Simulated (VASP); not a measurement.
Input of a VASP 6.6.1 run:

Contents of INCAR:

```
PREC = Accurate ; ENCUT = 520
EDIFF = 1E-7 ; ISMEAR = 0
SIGMA = 0.1 ; LREAL = F
LASPH = T ; NELM = 80
ALGO = Normal ; ISIF = 2
LWAVE = F ; LCHARG = F
LDIPOL = T ; IDIPOL = 3
DIPOL = 0.5 0.5 0.296 ; GGA = PE
NBANDS = 74
```

KPOINTS

```
Automatic mesh
0
Gamma
  6 6 1
```

The input POSCAR:

```
HPt6
1.0
    5.6143281343      0.0000000000      0.0000000000
   -2.8071640672      4.8621507895      0.0000000000
    0.0000000000      0.0000000000     22.6192653717
Pt H
12 2
Direct
    0.3333333333      0.1666666667      0.1768404028
    0.3333333333      0.6666666667      0.1768404028
    0.8333333333      0.1666666667      0.1768404028
    0.8333333333      0.6666666667      0.1768404028
    0.1666666667      0.3333333333      0.2789526245
    0.1666666667      0.8333333333      0.2789526245
    0.6666666667      0.3333333333      0.2789526245
    0.6666666667      0.8333333333      0.2789526245
    0.0000000000      0.0000000000      0.3810585901
    0.0000000000      0.5000000000      0.3810585901
    0.5000000000      0.0000000000      0.3810585901
    0.5000000000      0.5000000000      0.3810585901
    0.2027472491      0.4054944982      0.4009531354
    0.2972527509      0.5945055018      0.4009531354
```

Potentials or basis: VASP PAW PBE potentials, release 64 (Pt, H).

Launch:

```console
$ cat potpaw_PBE.64/Pt/POTCAR potpaw_PBE.64/H/POTCAR > POTCAR
$ mpirun -np 1 vasp_std > vasp.out
```

(1) Estimate the band gap on the k mesh.

(2) What does it give for the largest force?

## Answers

(1) zero (bands 61 and 62 overlap by 0.57 eV).

(2) 6.846 eV/Å.

Caveat: spin-orbit coupling is left out, which moves the levels of the heavy elements.
